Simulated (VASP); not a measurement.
Input of a VASP 6.6.1 run:

Contents of INCAR:

```
SYSTEM = SiO2
ALGO = Normal
EDIFF = 1E-7
ENCUT = 520
ISIF = 2
ISMEAR = 0
LASPH = .True.
LCHARG = .False.
LREAL = .False.
LWAVE = .False.
NBANDS = 25
NELM = 80
PREC = Accurate
SIGMA = 0.1
```

The input KPOINTS:

```
k-points
0
Gamma
  4 4 6
  0 0 0
```

File POSCAR:

```
SiO2
1.0
    4.1865000000      0.0000000000      0.0000000000
    0.0000000000      4.1865000000      0.0000000000
    0.0000000000      0.0000000000      2.6684000000
Si O
2 4
Direct
    0.0000000000      0.0000000000      0.0000000000
    0.5000000000      0.5000000000      0.5000000000
    0.3059000000      0.3059000000      0.0000000000
    0.1941000000      0.8059000000      0.5000000000
    0.6941000000      0.6941000000      0.0000000000
    0.8059000000      0.1941000000      0.5000000000
```

Potentials or basis: VASP PAW LDA potentials, release 64 (Si, O).

Command:

```sh
$ cat potpaw_LDA.64/Si/POTCAR potpaw_LDA.64/O/POTCAR > POTCAR
$ mpirun -np 1 vasp_std > vasp.out
```

(1) Estimate the largest force.

(2) Predict the band gap on the k mesh.

(3) Estimate the pressure.

## Answers

(1) 0.047 eV/Å.

(2) 5.53 eV, direct.

(3) -4.3 GPa.
